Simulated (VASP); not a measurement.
# Si (P1) in VASP: further runs

Si is run at these levels: LDA; tasks: single point.

All numbers are computed with VASP 6.6.1; they aren't measurements. Logs are shortened: lines on timing, memory, paths and dates and some standing lists are left out, and cuts for length are marked.

## 1. The cell of the first run

The typed cell holds 16 atoms: a = 7.312 Å, b = 7.016 Å, c = 6.774 Å, α = 68.14°, β = 62.31°, γ = 62.40°.

## 2. Single point, LDA

Contents of INCAR:

```
PREC     = Accurate       # precision mode
ENCUT    = 520            # plane-wave cutoff, eV
EDIFF    = 1E-6           # SCF threshold, eV
ISMEAR   = -1             # smearing method
SIGMA    = 0.24           # smearing width, eV
LREAL    = Auto         
LASPH    = T              # aspherical terms in the spheres
NELM     = 80             # most SCF steps
ALGO     = Normal         # electronic algorithm
ISIF     = 2              # what is computed and relaxed
LWAVE    = F              # write WAVECAR
LCHARG   = T              # write CHGCAR
GGA      = CA             # functional
LELF     = T              # ELF
LVHAR    = T            
NBANDS   = 46             # bands
```

Contents of KPOINTS:

```
regular mesh
0
Gamma
  2 2 2
```

Contents of POSCAR:

```
Si
1.0
   -0.3377310000      5.1272400000      5.2024620000
    4.6418220000     -0.3817170000      5.2464490000
    4.5143280000      5.0437330000     -0.2542240000
Si
16
Direct
    0.0580743794     -0.2086853514     -0.0791715238
    0.1195066209      0.2498409699      0.1227522192
    0.0830088446     -0.0125958116      0.4652081496
    0.0471982495      0.1770350723      0.7109972998
   -0.1580584740      0.5376399852      0.1109555269
   -0.1527664598      0.3499606033      0.4593931152
   -0.3307933382      0.3845873147      1.0454479552
    0.1511405046      0.4766844573      0.6612413703
    0.5226123355      0.2039524318     -0.1093647821
    0.8717196692     -0.0169208481      0.2026326667
    0.5598130433     -0.0913942609      0.5055020614
    0.5192030422      0.2959279354      0.4421491220
    0.2151378554      0.4131957907      0.3038940483
    0.4627734944      0.8714516006      0.2076432513
    0.4180896582      0.5746225080      0.6176570332
    0.4050756225      0.8016429057      0.8884651092
```

Potentials or basis: VASP PAW LDA potentials, release 64 (Si).

Command:

```
> cat potpaw_LDA.64/Si/POTCAR > POTCAR
> mpirun -np 1 vasp_std > vasp.out
```

OUTCAR:

```text
PREC = Accurate
   ENCUT = 520
   EDIFF = 1E-6
   ISMEAR = -1
   LREAL = Auto
   LASPH = T
   NELM = 80
   ISIF = 2
   GGA = CA

 ion  position               nearest neighbor table
   1  0.058  0.791  0.921-  10 2.26  16 2.48   5 2.52   4 2.53  15 2.66   3 2.83   8 2.97  13 3.15

   2  0.120  0.250  0.123-   5 2.11   6 2.31   3 2.35  13 2.43   9 2.54  14 2.78   8 2.88  10 2.92

   3  0.083  0.987  0.465-   6 2.32   4 2.35   2 2.35  14 2.42   1 2.83  10 2.86  15 3.00
   4  0.047  0.177  0.711-   3 2.35   6 2.38   8 2.41   1 2.53  13 2.68   7 2.79  10 2.98  16 3.07

   5  0.842  0.538  0.111-   2 2.11   6 2.24   7 2.25   1 2.52  14 2.65   8 2.87  12 3.07
   6  0.847  0.350  0.459-   5 2.24   2 2.31   3 2.32   4 2.38  13 2.58  15 2.65  12 2.65   9 2.97

   7  0.669  0.385  0.045-   5 2.25  12 2.34  10 2.57   9 2.67  16 2.79   4 2.79  13 2.89
   8  0.151  0.477  0.661-  15 2.22  12 2.36   4 2.41  13 2.42   5 2.87   2 2.88   1 2.97
   9  0.523  0.204  0.891-   2 2.54  14 2.57  15 2.58   7 2.67  12 2.87   6 2.97  13 3.03
  10  0.872  0.983  0.203-   1 2.26  11 2.38   7 2.57  12 2.76   3 2.86   2 2.92   4 2.98
  11  0.560  0.909  0.506-  16 2.28  10 2.38  12 2.48  14 2.56  15 2.71
  12  0.519  0.296  0.442-  15 2.31   7 2.34   8 2.36  11 2.48  13 2.48   6 2.65  10 2.76   9 2.87
                             5 3.07
  13  0.215  0.413  0.304-   8 2.42   2 2.43  12 2.48   6 2.58   4 2.68   7 2.89   9 3.03   1 3.15

  14  0.463  0.871  0.208-   3 2.42  11 2.56   9 2.57  16 2.63   5 2.65  15 2.76   2 2.78
  15  0.418  0.575  0.618-   8 2.22  12 2.31   9 2.58   6 2.65   1 2.66  11 2.71  14 2.76  16 2.79
                             3 3.00
  16  0.405  0.802  0.888-  11 2.28   1 2.48  14 2.63   7 2.79  15 2.79   4 3.07

  LATTYP: Found a triclinic cell.
 ALAT       =     7.0155146965
 B/A-ratio  =     1.1014403019
 C/A-ratio  =     1.0422898282
 COS(alpha) =     0.0133869793
 COS(beta)  =     0.4633556613
 COS(gamma) =     0.5814747339

  Lattice vectors:

 A1 = (  -4.6418220000,   0.3817170000,  -5.2464490000)
 A2 = (  -0.1274940000,   5.4254500000,  -5.5006730000)
 A3 = (   0.3377310000,  -5.1272400000,  -5.2024620000)

Analysis of symmetry for initial positions (statically):
=====================================================================
 Subroutine PRICEL returns:
 Original cell was already a primitive cell.

 Routine SETGRP: Setting up the symmetry group for a
 triclinic supercell.

 Subroutine GETGRP returns: Found  1 space group operations
 (whereof  1 operations were pure point group operations)
 out of a pool of  2 trial point group operations.

The static configuration has the point symmetry C_1 .

Analysis of symmetry for dynamics (positions and initial velocities):
=====================================================================
 Subroutine PRICEL returns:
 Original cell was already a primitive cell.

 Routine SETGRP: Setting up the symmetry group for a
 triclinic supercell.

 Subroutine GETGRP returns: Found  1 space group operations
 (whereof  1 operations were pure point group operations)
 out of a pool of  2 trial point group operations.

The dynamic configuration has the point symmetry C_1 .

 Subroutine INISYM returns: Found  1 space group operations
 (whereof  1 operations are pure point group operations),
 and found     1 'primitive' translations

----------------------------------------------------------------------------------------

                                     Primitive cell

  volume of cell :     267.1546

  direct lattice vectors                    reciprocal lattice vectors
    -0.337731000  5.127240000  5.202462000    -0.098686839  0.093070645  0.094085235
     4.641822000 -0.381717000  5.246449000     0.103098705 -0.087588825  0.093015299
     4.514328000  5.043733000 -0.254224000     0.108123415  0.097025422 -0.088603433

  length of vectors
     7.312199608  7.015514697  6.773701330     0.165085640  0.164173661  0.170162198

  position of ions in fractional coordinates (direct lattice)
     0.058074379  0.791314649  0.920828476
[... 51 lines left out ...]
   EFERMI =   0.00;   METHOD = LEGACY
   ISMEAR =    -1;   SIGMA  =   0.24  broadening in eV -4-tet -1-fermi 0-gaus
   EFERMI_NEDOS =   21; number of points for ismear=-14 and -15
   IALGO  =     38    algorithm
   IMIX   =      4    mixing-type and parameters
     AMIX     =   0.40;   BMIX     =  1.00
     AMIX_MAG =   1.60;   BMIX_MAG =  1.00
  volume/ion in A,a.u.               =      16.70       112.68
  Fermi-wavevector in a.u.,A,eV,Ry     =   1.016749  1.921378 14.065421  1.033779
  Thomas-Fermi vector in A             =   2.150111
   LORBIT       =      0    0 simple, 1 ext, 2 COOP (PROOUT), +10 PAW based schemes
   GGA     = CA    functional components
   LHFCALC =     F    Hartree Fock is set to
   AEXX    =    0.0000 exact exchange contribution
   IVDW    =     0    specifies the selected vdW correction
   LEPSILON=     F    determine dielectric tensor
   LRPA    =     F    only Hartree local field effects (RPA)
 non-spin polarized calculation
  energy-cutoff  :      520.00
  volume of cell :      267.15
 maximum number of plane-waves:      7220
   NGX = 27   NGY = 27   NGZ = 25

 number of electron      64.0000001 magnetization

 Free energy of the ion-electron system (eV)
  ---------------------------------------------------
  ext. energy  EPLUGINS =         0.00000000
  ---------------------------------------------------
  free energy    TOTEN  =       -86.27434853 eV

  energy without entropy =      -85.02487978  energy(sigma->0) =      -85.64961416

 E-fermi :   7.9156     XC(G=0): -10.4780

 val. band max:        7.8855947415   @ k =   0.0000   0.5000   0.5000
 cond. band min:       7.9578859719   @ k =   0.0000   0.0000   0.0000
 fundamental gap:      0.0722912305
 Fermi energy:         7.9155811237

 k-point     1 :       0.0000    0.0000    0.0000
  band No.  band energies     occupation
      1      -5.9458      2.00000
      2      -3.4697      2.00000
      3      -2.7329      2.00000
      4      -2.4976      2.00000
      5      -1.8868      2.00000
      6      -1.7995      2.00000
[... 36 lines left out ...]
     43      10.2706      0.00011
     44      10.4766      0.00005
[... 287 lines left out ...]
      3      -3.5732      2.00000
      4      -2.4051      2.00000
      5      -2.1751      2.00000
      6      -1.7750      2.00000
[... 36 lines left out ...]
     43      10.8148      0.00001
     44      11.4159      0.00000
 [bands above 44 left out]

------------------------ aborting loop because EDIFF is reached ----------------------------------------

  FORCE on cell =-STRESS in cart. coord.  units (eV):
  Direction    XX          YY          ZZ          XY          YZ          ZX
  --------------------------------------------------------------------------------------
  -------------------------------------------------------------------------------------
  Total        9.3768035      3.7444213      5.4645430     -0.8778758      0.9662982     -1.8301097
  in kB       56.2344804     22.4560092     32.7719073     -5.2647885      5.7950748    -10.9755172
  external PRESSURE =      37.1541323 kB  Pullay stress =       0.0000000 kB

 VOLUME and BASIS-vectors are now :
 -----------------------------------------------------------------------------
  energy-cutoff  :      520.00
  volume of cell :      267.15
      direct lattice vectors                 reciprocal lattice vectors
    -0.337731000  5.127240000  5.202462000    -0.098686839  0.093070645  0.094085235
     4.641822000 -0.381717000  5.246449000     0.103098705 -0.087588825  0.093015299
     4.514328000  5.043733000 -0.254224000     0.108123415  0.097025422 -0.088603433

 POSITION                                       TOTAL-FORCE (eV/Angst)
 -----------------------------------------------------------------------------------
      7.81045      4.64012      4.21963        -0.836014      0.128459     -0.148157
      1.67350      1.13650      1.90130        -3.935757      1.749106      0.926924
      6.65542      2.39508      5.49395        -1.308821      0.033488     -1.447604
      4.01550      3.76050      0.99360         0.782213      0.647864     -0.057838
      2.71217      4.67124      7.17266         2.277622     -3.380180      1.907369
      3.41217      6.52744      6.12696         2.556188      0.212760     -1.116370
[... 8 lines left out ...]
      5.31440      5.03960      5.03280         0.836197      1.256408      1.688092
      7.59510      6.25210      6.08730         0.322703      0.773045     -0.747766
 -----------------------------------------------------------------------------------
    total drift:                                0.002018     -0.002660     -0.007415

  FREE ENERGIE OF THE ION-ELECTRON SYSTEM (eV)
  ---------------------------------------------------
  free  energy   TOTEN  =       -86.2743485333 eV

  energy  without entropy=      -85.0248797786  energy(sigma->0) =      -85.64961416
```

It took 2.2 min on 1 thread of Intel Xeon Platinum 8488C (Sapphire Rapids), shared host; peak memory 0.28 GiB.

Results:

- Free energy: -86.2743 eV
- Pressure: 3.7 GPa
- Largest force: 4.500 eV/Å
- Band gap on the k mesh: zero (bands 32 and 33 overlap by 0.65 eV)

Forces in eV/Å, atoms in the order of the input:
```
Si  -0.836  0.128 -0.148
Si  -3.936  1.749  0.927
Si  -1.309  0.033 -1.448
Si   0.782  0.648 -0.058
Si   2.278 -3.380  1.907
Si   2.556  0.213 -1.116
Si  -1.267 -1.390 -0.945
Si   0.809 -0.866 -1.552
Si   0.598  0.201  0.026
Si   1.355  0.651  0.460
Si  -0.446 -0.764  0.542
Si  -1.341  0.606 -0.413
Si  -0.029 -0.305  0.539
Si  -0.372  0.446  0.339
Si   0.836  1.256  1.688
Si   0.323  0.773 -0.748
```

Stress tensor (GPa, compression positive):
```
 5.62 -0.53 -1.10
-0.53  2.25  0.58
-1.10  0.58  3.28
```

Levels at points of the mesh, in eV from the Fermi level:
```
           k point  band 29  band 30  band 31  band 32  band 33  band 34  band 35  band 36
(0.00, 0.00, 0.00)    -0.66    -0.33    -0.10     0.04     0.13     0.56     0.70     0.99
(0.50, 0.00, 0.00)    -0.99    -0.74    -0.23     0.14     0.33     0.63     1.03     1.13
(0.00, 0.50, 0.00)    -0.89    -0.63    -0.15    -0.07     0.70     0.79     1.09     1.28
(0.50, 0.50, 0.00)    -0.71    -0.52    -0.13     0.30     0.41     0.86     1.16     1.37
(0.00, 0.00, 0.50)    -1.29    -0.61    -0.33    -0.25     0.27     0.64     0.91     1.41
(0.50, 0.00, 0.50)    -0.91    -0.80    -0.41    -0.10     0.09     0.59     0.62     1.41
(0.00, 0.50, 0.50)    -1.29    -1.17    -0.79    -0.48    -0.33    -0.03     0.50     0.55
(0.50, 0.50, 0.50)    -1.53    -1.32    -0.93    -0.64    -0.35    -0.29    -0.09     0.64
```

Caveat: the k points lie up to 0.53 Å⁻¹ apart, too coarse for converged energies and pressures of a metal; the atoms stand as in a frame of molecular dynamics; semilocal functionals underestimate gaps, so a narrow gap can read as zero; forces of over 1 eV/Å act on the atoms, so gaps and moduli don't describe the material at rest.

## 3. Single point, LDA

This run uses another cell than the first one, of 17.89 Å³/atom.

Contents of INCAR:

```
SYSTEM = Si
ALGO = Normal ; EDIFF = 1E-7
ENCUT = 520 ; ISIF = 2
ISMEAR = -1 ; LASPH = .TRUE.
LCHARG = .FALSE. ; LREAL = Auto
LWAVE = .FALSE. ; NBANDS = 46
NELM = 60 ; PREC = Accurate
SIGMA = 0.24
```

Contents of KPOINTS:

```
k-points
0
G
  2 2 2
  0 0 0
```

Contents of POSCAR:

```
Si
1.0
   -0.1286660000      5.2667380000      5.2126950000
    4.9915500000     -0.1964290000      5.2804580000
    4.9274140000      5.2703660000     -0.1322940000
Si
16
Direct
    0.0891142640     -0.1870075436     -0.1554114430
    0.2439823497      0.1514512834      0.2126907906
    0.0313257811     -0.1347440373      0.5100874744
    0.1673667522      0.1504617284      0.5921558793
   -0.1271640780      0.5326046015      0.0508615286
   -0.0354846482      0.5588436666      0.3006928641
   -0.1824991140      0.3170930876      0.9591101067
    0.1604268602      0.5081399327      0.6369742021
    0.4996795431      0.2612496937     -0.1557508950
    0.8567439809     -0.0582622294      0.2637595810
    0.5043785217     -0.0400522242      0.3921365338
    0.4910354312      0.2191510530      0.5301515412
    0.3625897269      0.3865697063      0.2300539294
    0.4853094286      0.8196597100      0.1281139351
    0.4787309417      0.5768434046      0.5455709017
    0.4987541279      0.6596933469      0.8680375493
```

Potentials or basis: VASP PAW LDA potentials, release 64 (Si).

Command:

```
> cat potpaw_LDA.64/Si/POTCAR > POTCAR
> mpirun -np 1 vasp_std > vasp.out
```

Run time: 3.4 min. Hardware: 1 thread of Intel Xeon Platinum 8488C (Sapphire Rapids), shared host; peak memory 0.3 GiB.

The run converged. Its results:

```yaml
Free_energy: -85.8128 eV
Pressure: -0.1 GPa
Largest_force: 2.621 eV/Å
Band_gap_on_the_k_mesh: zero (bands 32 and 33 overlap by 0.43 eV)
```

Forces in eV/Å, atoms in the order of the input:
```
Si  -0.089  0.592 -0.073
Si  -0.022 -1.267 -0.839
Si   0.378 -1.246  1.199
Si   2.231 -0.217 -1.359
Si   0.808  0.004  1.274
Si   0.158  0.688 -0.062
Si  -1.393 -0.638 -1.273
Si   0.017  0.765 -1.677
Si  -0.297  0.612 -0.262
Si  -0.230 -0.202  1.136
Si  -1.439  0.788 -0.953
Si   0.024  0.733  0.452
Si   0.261 -0.945  1.820
Si  -0.972  0.388 -0.257
Si   0.298 -0.183  1.245
Si   0.266  0.129 -0.369
```

Stress tensor (GPa, compression positive):
```
 0.27  0.38  0.75
 0.38 -1.33  0.80
 0.75  0.80  0.69
```

Levels at points of the mesh, in eV from the Fermi level:
```tsv
k point	band 28	band 29	band 30	band 31	band 32	band 33	band 34	band 35	band 36	band 37
(0.00, 0.00, 0.00)	-0.77	-0.57	-0.32	0.11	0.26	0.41	0.55	0.64	0.78	0.89
(0.50, 0.00, 0.00)	-1.32	-1.06	-0.89	-0.63	-0.10	0.09	0.16	0.47	1.05	1.34
(0.00, 0.50, 0.00)	-1.31	-1.07	-0.84	-0.21	-0.02	0.18	0.61	1.05	1.22	1.52
(0.50, 0.50, 0.00)	-1.21	-1.05	-0.55	-0.49	-0.04	0.01	0.51	0.60	0.83	0.83
(0.00, 0.00, 0.50)	-1.38	-1.11	-0.80	-0.25	-0.05	0.32	0.56	0.85	1.08	1.14
(0.50, 0.00, 0.50)	-1.12	-0.95	-0.68	-0.34	0.01	0.22	0.48	0.69	1.14	1.38
(0.00, 0.50, 0.50)	-1.43	-1.31	-1.14	-0.44	-0.18	-0.11	0.11	0.25	0.63	0.86
(0.50, 0.50, 0.50)	-1.62	-1.46	-0.83	-0.65	-0.49	-0.18	-0.04	0.48	1.02	1.32
```

Caveat: the k points lie up to 0.52 Å⁻¹ apart; the atoms stand as in a frame of molecular dynamics; semilocal functionals underestimate gaps, so a narrow gap can read as zero; forces of over 1 eV/Å act on the atoms, so gaps and moduli don't describe the material at rest.

## 4. Single point, LDA

This run uses another cell than the first one, of 19.66 Å³/atom.

Contents of INCAR:

```
SYSTEM = Si
PREC     = Accurate       ! precision mode
ENCUT    = 520            ! plane-wave cutoff, eV
EDIFF    = 1E-6           ! SCF threshold, eV
ISMEAR   = -1             ! smearing method
SIGMA    = 0.24           ! smearing width, eV
LREAL    = Auto         
LASPH    = .TRUE.         ! aspherical terms in the spheres
NELM     = 100            ! most SCF steps
ALGO     = Normal         ! electronic algorithm
ISIF     = 2              ! what is computed and relaxed
LWAVE    = .FALSE.        ! write WAVECAR
LCHARG   = .FALSE.        ! write CHGCAR
GGA      = CA             ! functional
NBANDS   = 46             ! bands
```

Contents of KPOINTS:

```
regular mesh
0
G
  2 2 2
  0 0 0
```

Contents of POSCAR:

```
Si
1.0
    0.0487780000      5.3673660000      5.3266330000
    5.3559680000     -0.0338690000      5.4092800000
    5.3924510000      5.4864950000     -0.0703520000
Si
16
Direct
   -0.1594802333     -0.1121103110     -0.0345226382
    0.2012000825      0.1910378196      0.1420863007
    0.0146240096     -0.1103538352      0.4799001938
    0.0641958021      0.1418579730      0.5429408433
   -0.0922945368      0.4830436861      0.0170489111
    0.0855229944      0.4856438536      0.2847564901
   -0.1259275390      0.3983281881      0.7547605837
    0.1543683109      0.5530982750      0.6314927221
    0.5870809547      0.1901792590     -0.1521257514
    0.8633367814      0.0357838299      0.1896597875
    0.4722273050      0.0243906675      0.3698188564
    0.6497737551      0.0510483756      0.5876348009
    0.5095556910      0.3514873471      0.1238008299
    0.5733826537      0.7849658161      0.0824262935
    0.4935768840      0.5891950922      0.5575413197
    0.6041888977      0.7336401312      0.6589352055
```

Command:

```
> cat potpaw_LDA.64/Si/POTCAR > POTCAR
> mpirun -np 1 vasp_std > vasp.out
```

Run time: 3.3 min. Hardware: 1 thread of Intel Xeon Platinum 8488C (Sapphire Rapids), shared host; peak memory 0.36 GiB.

The run converged. Its results:

```yaml
Free_energy: -85.0670 eV
Pressure: -2.8 GPa
Largest_force: 3.449 eV/Å
Band_gap_on_the_k_mesh: zero (bands 32 and 33 overlap by 0.09 eV)
```

Forces in eV/Å, atoms in the order of the input:
```
Si  -0.436  2.224  2.600
Si  -0.504  0.265  0.124
Si   0.428 -1.364  1.843
Si  -0.078  0.541 -0.089
Si  -0.362  0.073  0.384
Si  -0.266 -0.315  0.198
Si  -0.016  0.297 -0.265
Si  -0.559  1.847 -0.795
Si   1.209 -1.430  0.368
Si   0.171 -0.212 -0.008
Si  -0.299  0.079 -0.586
Si   0.616 -0.961 -0.642
Si  -0.162 -0.587  0.558
Si   0.688 -0.668 -2.920
Si  -1.089 -0.836 -1.208
Si   0.658  1.047  0.438
```

Stress tensor (GPa, compression positive):
```
-4.52 -2.51  1.42
-2.51 -2.01  0.78
 1.42  0.78 -1.86
```

Levels at points of the mesh, in eV from the Fermi level:
```tsv
k point	band 30	band 31	band 32	band 33	band 34	band 35
(0.00, 0.00, 0.00)	-0.37	-0.27	-0.02	0.05	0.33	0.53
(0.50, 0.00, 0.00)	-0.70	-0.47	-0.33	0.17	0.33	0.67
(0.00, 0.50, 0.00)	-0.65	-0.61	-0.17	0.29	0.46	1.00
(0.50, 0.50, 0.00)	-0.50	-0.44	-0.13	0.09	0.45	0.66
(0.00, 0.00, 0.50)	-0.82	-0.64	-0.34	-0.11	0.39	0.77
(0.50, 0.00, 0.50)	-0.65	-0.51	-0.08	0.25	0.52	0.84
(0.00, 0.50, 0.50)	-0.84	-0.42	-0.23	0.03	0.41	0.64
(0.50, 0.50, 0.50)	-0.34	-0.21	-0.08	0.15	0.59	0.95
```

Caveat: the k points lie up to 0.51 Å⁻¹ apart; the atoms stand as in a frame of molecular dynamics; semilocal functionals underestimate gaps, so a narrow gap can read as zero; forces of over 1 eV/Å act on the atoms, so gaps and moduli don't describe the material at rest.

## 5. Overview

| cell | gap on the mesh (eV) | pressure (GPa) | largest force (eV/Å) |
| --- | --- | --- | --- |
| a = 7.312, b = 7.016, c = 6.774 Å, angles 68.1, 62.3, 62.4°, 16 atoms, atomic positions A | none | 3.7 | 4.50 |
| a = 7.411, b = 7.269, c = 7.216 Å, angles 64.2, 60.4, 61.3°, 16 atoms, atomic positions B | none | -0.1 | 2.62 |
| a = 7.562, b = 7.612, c = 7.693 Å, angles 61.1, 59.7, 59.9°, 16 atoms, atomic positions C | none | -2.8 | 3.45 |

Alike in all rows: task single point; level LDA; potentials or basis VASP PAW LDA potentials, release 64 (Si); no spin polarisation; k mesh 2 × 2 × 2; cutoff (eV) 520; smearing fermi-dirac 0.24 eV.

Caveats: all runs use coarse meshes; the atoms stand as in a frame of molecular dynamics; semilocal functionals underestimate gaps, so a narrow gap can read as zero; forces of over 1 eV/Å act on the atoms, so gaps and moduli don't describe the material at rest.

Total energies depend on the potentials used, so only differences within one code and one set of settings carry meaning.
